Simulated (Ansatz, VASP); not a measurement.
## Bi: VASP beside Ansatz

File INCAR:

```
ALGO = Normal
EDIFF = 1E-8
ENCUT = 520
GGA = PE
ISIF = 2
ISMEAR = -1
LASPH = True
LCHARG = False
LEFG = True
LREAL = False
LWAVE = False
NBANDS = 22
NELM = 100
PREC = Accurate
SIGMA = 0.03
```

Contents of KPOINTS:

```
k-points
0
Gamma
  9 9 3
```

File POSCAR:

```
Bi
1.0
    4.5618669449      0.0000000000      0.0000000000
   -2.2809334725      3.9506926630      0.0000000000
    0.0000000000      0.0000000000     11.7107100000
Bi
2
Direct
    0.3333333333      0.6666666667      0.2500000000
    0.6666666667      0.3333333333      0.7500000000
```

Input for Ansatz:

```yaml
crystal:
  lattice:
    - [4.5618669449, 0.0, 0.0]
    - [-2.2809334725, 3.950692663, 0.0]
    - [0.0, 0.0, 11.71071]
  atoms:
    - { symbol: Bi, position: [0.3333333333, 0.6666666667, 0.25] }
    - { symbol: Bi, position: [0.6666666667, 0.3333333333, 0.75] }
kpoints:
  mp_grid: { grid: [9, 9, 3] }
scf:
  occupations: { method: fermi_dirac, width: 0.03 }
hamiltonian:
  xc: pbe
  pseudopotentials: { kind: paw }
output:
  forces: true
  stress: true
  eigenvalues: true
  efg: { contact_densities: true }
  write_density: true
  write_potential: true
  elf: true
  volumetric_format: npy
```

Change from the starting cell: z stretched by -1 % at fixed volume, PAW files.

Alike in both runs: task electric field gradients; functional PBE; k mesh 9 × 9 × 3; occupations fermi-dirac, width 0.03 eV; no spin polarisation.

```csv
,VASP,Ansatz
version,VASP 6.6.1,Ansatz 0.2.0
potentials or method,"VASP PAW PBE potentials, release 64 (Bi_d)","PAW with Ansatz's default frozen-core files, scalar-relativistic"
plane-wave cutoff (eV),520,420
valence electrons in the cell,30,30
```

```csv
,VASP,Ansatz,Ansatz less VASP
pressure (GPa),-3.3,-3.2,+0.02
"traceless stress, the component that is largest in VASP (GPa)",2.89,2.89,0.000
size of Vzz on the site where it differs most (V/Å²),136.2,131.4,-4.80
```

With one functional, cell and mesh, what is left measures potentials, basis and numerics.

Spin-orbit coupling is off throughout.
